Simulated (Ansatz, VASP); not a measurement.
# WS2: VASP beside Ansatz

```
W S
1.0
     1.59387    0.92022    7.47445
    -1.59387    0.92022    7.47445
     0.00000   -1.84045    7.47445
W S
1 2
Direct
  0.00068 0.00068 0.00068
  0.40407 0.40407 0.40407
  0.26395 0.26395 0.26395
```

Alike in both runs: functional PBE; k mesh 12 × 12 × 12; occupations gaussian, width 0.02 eV; no spin polarisation.

Ansatz relaxed the structure, and its values are those at the end. VASP's run is a single point on that final structure, the one shown.

|  | VASP | Ansatz |
| --- | --- | --- |
| version | VASP 6.6.1 | Ansatz 0.2.0 |
| potentials or method | VASP PAW PBE potentials, release 64 (W_sv, S), cutoff 520 eV | scalar-relativistic, plane waves, PAW |
| valence electrons in the cell | 26 | 26 |

```tsv
	VASP	Ansatz	Ansatz less VASP
gap on the k mesh at the Fermi level (eV)	1.65	1.64	-0.014
least direct gap on the mesh (eV)	1.81	1.81	-0.003
pressure (GPa)	0.0	0.0	+0.04
```

Neither program's run includes spin-orbit coupling.
